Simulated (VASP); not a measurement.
Pt2I, 6 atoms in the cell. Symmetry: Cmcm, No. 63, orthorhombic system. The conventional cell has a = 4.537 Å, b = 10.660 Å, c = 6.167 Å, α = 90.00°, β = 90.00°, γ = 90.00°. Pt (site symmetry m2m) has 6 Pt at 3.03 to 4.01 Å and 5 I at 3.09 to 3.19 Å within 4.1 Å. Within 4.0 Å of Pt (site symmetry 2/m) lie 6 Pt at 3.03 to 3.08 Å and 6 I at 3.29 to 3.84 Å. Within 4.2 Å of I (site symmetry m2m) lie 11 Pt at 3.09 to 3.84 Å and 4 I at 4.19 Å. 

* Program: VASP 6.6.1
* Task: single point
* Functional: r2SCAN
* Potentials or basis: VASP PAW PBE potentials, release 64 (Pt, I)
* Cutoff: 520 eV
* k mesh: 3 × 4 × 4
* Occupations: gaussian, width 0.0916 eV
* Spin: no spin polarisation
* Dipole correction: no
* Further INCAR settings: ALGO = Normal; EDIFF = 1e-06; NBANDS = 36

Potentials or basis: VASP PAW PBE potentials, release 64 (Pt, I).

Command:

```sh
$ cat potpaw_PBE.64/Pt/POTCAR potpaw_PBE.64/I/POTCAR > POTCAR
$ cp INCAR.step1 INCAR
$ mpirun -np 1 vasp_std > vasp.out
$ cp INCAR.step2 INCAR
$ mpirun -np 1 vasp_std > vasp.out
```

Hardware: 1 thread of Oxide Virtual Turin-like Processor, with other jobs on the host.

Question: How long does it take, and how much memory?

Answer: Wall time 5.1 min on 1 thread of Oxide Virtual Turin-like Processor, with other jobs on the host, peak memory 0.3 GiB. Counts: k points 14.
